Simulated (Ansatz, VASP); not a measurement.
# Pd2Au in VASP and in Ansatz

```
Pd Au
1.0
     4.56018    0.00000    0.00000
    -2.28009    3.94923    0.00000
     0.00000    0.00000    2.73755
Pd Au
2 1
Cartesian
  0.0000 2.6328 1.3688
  2.2801 1.3164 1.3688
  0.0000 0.0000 0.0000
```

Alike in both runs: functional PBE; k mesh 12 × 12 × 16; occupations gaussian, width 0.1 eV; no spin polarisation.

Ansatz relaxed the structure, and its values are those at the end. VASP's run is a single point on that final structure, the one shown.

|  | VASP | Ansatz |
| --- | --- | --- |
| version | VASP 6.6.1 | Ansatz 0.2.0 |
| potentials or method | VASP PAW PBE potentials, release 64 (Pd, Au), cutoff 520 eV | scalar-relativistic, plane waves, PAW |
| valence electrons in the cell | 31 | 55 |

```tsv
	VASP	Ansatz	Ansatz less VASP
gap on the k mesh at the Fermi level (eV)	none	none	-
pressure (GPa)	-0.3	0.0	+0.27
```

A gap of «none» marks a metal or a gap that the smearing closes. VASP's potentials hold 31 valence electrons a cell and Ansatz's 55, so a difference there can come from the potentials and not from the codes.

Neither program's run includes spin-orbit coupling.
